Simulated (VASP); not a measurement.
Wanted: the native input for a VASP 6.6.1 run.

| Item | Value |
| --- | --- |
| Task | single point |
| Functional | r2SCAN |
| Potentials or basis | VASP PAW PBE potentials, release 64 (C, Si) |
| Cutoff | 520 eV |
| k mesh | 8 × 8 × 6 |
| Occupations | gaussian, width 0.01 eV |
| Spin | no spin polarisation |
| Dipole correction | no |
| Further INCAR settings | ALGO = Normal; EDIFF = 1e-06; NBANDS = 16 |

The system is SiC3.

```
C Si
1.0
     2.73932    0.00000    0.00000
     0.00000    2.73932    0.00000
     0.00000    0.00000    4.00655
C Si
3 1
Direct
  0.50000 0.00000 0.78627
  0.50000 0.50000 0.00000
  0.00000 0.50000 0.21373
  0.00000 0.00000 0.50000
```

The input as run:

POSCAR

```
SiC3
1.0
    2.7393152682      0.0000000000      0.0000000000
    0.0000000000      2.7393152682      0.0000000000
    0.0000000000      0.0000000000      4.0065498955
C Si
3 1
Direct
    0.5000000000      0.0000000000      0.7862689763
    0.5000000000      0.5000000000      0.0000000000
    0.0000000000      0.5000000000      0.2137310237
    0.0000000000      0.0000000000      0.5000000000
```

INCAR.step1

```
PREC     = Accurate       # precision mode
ENCUT    = 520            # plane-wave cutoff, eV
ISMEAR   = 0              # smearing method
SIGMA    = 0.01           # smearing width, eV
LREAL    = F              # projectors in reciprocal space
LASPH    = T              # aspherical terms in the spheres
NELM     = 80             # most SCF steps
NBANDS   = 16             # bands
GGA      = PE             # functional
ALGO     = Normal         # electronic algorithm
EDIFF    = 1E-4           # SCF threshold, eV
LWAVE    = T              # write WAVECAR
LCHARG   = F              # write CHGCAR
```

INCAR.step2

```
PREC     = Accurate       # precision mode
ENCUT    = 520            # plane-wave cutoff, eV
EDIFF    = 1E-6           # SCF threshold, eV
ISMEAR   = 0              # smearing method
SIGMA    = 0.01           # smearing width, eV
LREAL    = F              # projectors in reciprocal space
LASPH    = T              # aspherical terms in the spheres
NELM     = 80             # most SCF steps
ALGO     = Normal         # electronic algorithm
ISIF     = 2              # what is computed and relaxed
LWAVE    = F              # write WAVECAR
LCHARG   = T              # write CHGCAR
METAGGA  = R2SCAN         # meta-GGA
LMIXTAU  = T            
LELF     = T              # ELF
LVHAR    = T            
NBANDS   = 16             # bands
ISTART   = 1
```

KPOINTS

```
regular mesh
0
Gamma
  8 8 6
```

Potentials or basis: VASP PAW PBE potentials, release 64 (C, Si).

The run is started by

```console
$ cat potpaw_PBE.64/C/POTCAR potpaw_PBE.64/Si/POTCAR > POTCAR
$ cp INCAR.step1 INCAR
$ mpirun -np 1 vasp_std > vasp.out
$ cp INCAR.step2 INCAR
$ mpirun -np 1 vasp_std > vasp.out
```

Results of the run:

- Pressure: 20.7 GPa
- Largest force: 0.289 eV/Å
- Band gap on the k mesh: 1.76 eV (least direct gap 2.19 eV)

Caveat: the cell stands under pressure; the PAW data sets were made with another functional, which shifts forces and pressure a little.

Wall time 110 s on 1 thread of Intel Xeon 8259CL, with other jobs on the host, peak memory 0.15 GiB.
